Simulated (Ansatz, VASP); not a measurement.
## Al4Co3Ni in VASP and in Ansatz

```
Al Co Ni
1.0
    -2.86505    2.86505    2.86623
     2.86505   -2.86505    2.86623
     2.86505    2.86505   -2.86623
Al Co Ni
4 3 1
Cartesian
  1.4325 -1.4325 1.4331
  -1.4325 1.4325 1.4331
  1.4325 1.4325 1.4331
  1.4325 1.4325 -1.4331
  0.0000 2.8650 0.0000
  2.8650 0.0000 0.0000
  0.0000 0.0000 2.8662
  0.0000 0.0000 0.0000
```

Alike in both runs: functional PBE; k mesh 10 × 10 × 10; occupations gaussian, width 0.1 eV; collinear spin.

Ansatz relaxed the structure, and its values are those at the end. VASP's run is a single point on that final structure, the one shown.

|  | VASP | Ansatz |
| --- | --- | --- |
| version | VASP 6.6.1 | Ansatz 0.2.0 |
| potentials or method | VASP PAW PBE potentials, release 64 (Al, Co, Ni), cutoff 520 eV | scalar-relativistic, plane waves, PAW |
| valence electrons in the cell | 49 | 81 |

|  | VASP | Ansatz | Ansatz less VASP |
| --- | --- | --- | --- |
| gap on the k mesh at the Fermi level (eV) | none | none | - |
| pressure (GPa) | -0.4 | 0.0 | +0.37 |
| net moment per atom (μB) | 0.00 | 0.12 | +0.120 |
| size of the moment on the site where the two differ most (μB) | 0.00 | 0.32 | +0.321 |

The net moments are unlike, so the other rows may belong to different states. Site moments also hang on the region over which each program counts them. A gap of «none» marks a metal or a gap that the smearing closes. VASP's potentials hold 49 valence electrons a cell and Ansatz's 81, so a difference there can come from the potentials and not from the codes.
